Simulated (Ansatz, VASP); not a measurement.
# Ti in VASP and in Ansatz

```
CELL_PARAMETERS angstrom
0.00000 -3.25179 0.00000
-3.25179 0.00000 0.00000
0.00000 0.00000 -3.25179
ATOMIC_POSITIONS crystal
Ti 0.50000 0.50000 0.48462
Ti 0.00000 0.00000 0.01538
```

Change from the starting cell: mode 4 (222.4 1/cm) frozen in, largest displacement +0.050 Å.

Alike in both runs: task single point; functional r2SCAN; k mesh 18 × 18 × 18; occupations gaussian, width 0.15 eV; no spin polarisation.

```csv
,VASP,Ansatz
version,VASP 6.6.1,Ansatz 0.2.0
potentials or method,"VASP PAW PBE potentials, release 64 (Ti_sv), cutoff 520 eV","scalar-relativistic, plane waves, PAW"
valence electrons in the cell,24,24
```

|  | VASP | Ansatz | Ansatz less VASP |
| --- | --- | --- | --- |
| gap on the k mesh at the Fermi level (eV) | none | none | - |
| pressure (GPa) | 0.8 | 0.4 | -0.37 |
| traceless stress, the component that is largest in VASP (GPa) | -0.13 | -0.12 | +0.002 |
| rms of the force components (eV/Å) | 0.267 | 0.262 | -0.0051 |

VASP's potentials were made for PBE, not for r2SCAN. Atom by atom the forces differ by 0.005 eV/Å (rms over components). A gap of «none» marks a metal or a gap that the smearing closes.
